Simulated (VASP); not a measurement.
Crystal: Al3B2N.

```
CELL_PARAMETERS angstrom
5.15334 0.00000 0.00000
-2.57667 4.46292 0.00000
0.00000 0.00000 2.96820
ATOMIC_POSITIONS crystal
Al 0.50000 0.00000 0.50000
Al 0.50000 0.50000 0.50000
Al 0.00000 0.50000 0.50000
B 0.33333 0.66667 0.00000
B 0.66667 0.33333 0.00000
N 0.00000 0.00000 0.00000
```

The cell was generated, and may not be a known phase.

* Program: VASP 6.6.1
* Task: relaxation of cell and atoms
* Functional: PBE
* Potentials or basis: VASP PAW PBE potentials, release 64 (Al, B, N)
* Cutoff: 600 eV
* k mesh: 6 × 6 × 6
* Occupations: gaussian, width 0.1 eV
* Spin: collinear spin, ferromagnetic start
* Starting moments: [0.0, 0.0, 0.0, 0.0, 0.0, 1.0] μB

At the start: pressure 18.8 GPa; volume 11.38 Å³/atom.

Where does the relaxation end?

Over 8 steps the energy falls by 136.0 meV/atom and the volume is 13.53 Å³/atom (+18.9 %); space group P6/mmm (No. 191, to 0.1 Å) before and after; moment 2.13 μB per cell.

Step by step:
```tsv
step	energy change (eV)	largest force (eV/Å)	pressure (GPa)	volume (Å³)
1	0.0000	0.0000	18.76	68.27
2	-0.6309	0.0000	-1.67	82.28
3	-0.6355	0.0000	-0.35	80.86
4	-0.7657	0.0000	-0.67	81.69
5	-0.7932	0.0000	-0.80	82.01
6	-0.8121	0.0000	-1.13	82.58
7	-0.8122	0.0000	-1.10	82.55
8	-0.8158	0.0000	0.30	81.19
```

Final structure:
```cif
data_structure
_symmetry_space_group_name_H-M 'P 1'
_symmetry_Int_Tables_number 1
_cell_length_a 5.6546
_cell_length_b 5.6546
_cell_length_c 2.9322
_cell_angle_alpha 90.000
_cell_angle_beta 90.000
_cell_angle_gamma 120.000
_cell_volume 81.19
loop_
_atom_site_label
_atom_site_type_symbol
_atom_site_fract_x
_atom_site_fract_y
_atom_site_fract_z
_atom_site_occupancy
Al1 Al 0.50000 0.00000 0.50000 1
Al2 Al 0.50000 0.50000 0.50000 1
Al3 Al 0.00000 0.50000 0.50000 1
B1 B 0.33333 0.66667 0.00000 1
B2 B 0.66667 0.33333 0.00000 1
N1 N 0.00000 0.00000 0.00000 1
```

Caveat: the volume moved by over 15 % at a fixed basis, so the end points are rough.
